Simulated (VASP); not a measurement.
Input of a VASP 6.6.1 run:

The input INCAR:

```
SYSTEM = GaAs4
ALGO = Normal ; EDIFF = 1E-7
ENCUT = 520 ; GGA = PE
ISIF = 2 ; ISMEAR = 0
LASPH = .True. ; LCHARG = .False.
LREAL = .False. ; LWAVE = .False.
NBANDS = 24 ; NELM = 100
PREC = Accurate ; SIGMA = 0.1
```

KPOINTS

```
k-points
0
Gamma
  6 6 4
  0 0 0
```

The input POSCAR:

```
GaAs4
1.0
    5.5820903677      0.0000000000      0.0000000000
   -2.7910451838      4.8342320646      0.0000000000
    0.0000000000      0.0000000000      5.3173797037
Ga As
1 4
Direct
    0.0000000000      0.0000000000      0.5000000000
    0.5000000000      0.0000000000      0.0000000000
    0.0000000000      0.5000000000      0.0000000000
    0.5000000000      0.5000000000      0.0000000000
    0.0000000000      0.0000000000      0.0000000000
```

Potentials or basis: VASP PAW PBE potentials, release 64 (Ga_d, As).

The run is started by

```sh
$ cat potpaw_PBE.64/Ga_d/POTCAR potpaw_PBE.64/As/POTCAR > POTCAR
$ mpirun -np 1 vasp_std > vasp.out
```

**Question.** Estimate the pressure.

**Answer.** 0.2 GPa.

**Question.** Estimate the band gap on the k mesh.

**Answer.** Zero (an odd number of electrons rules out a gap without spin polarisation).

Stress tensor (GPa, compression positive):
```
 0.28  0.00  0.00
 0.00  0.28  0.00
 0.00  0.00 -0.03
```
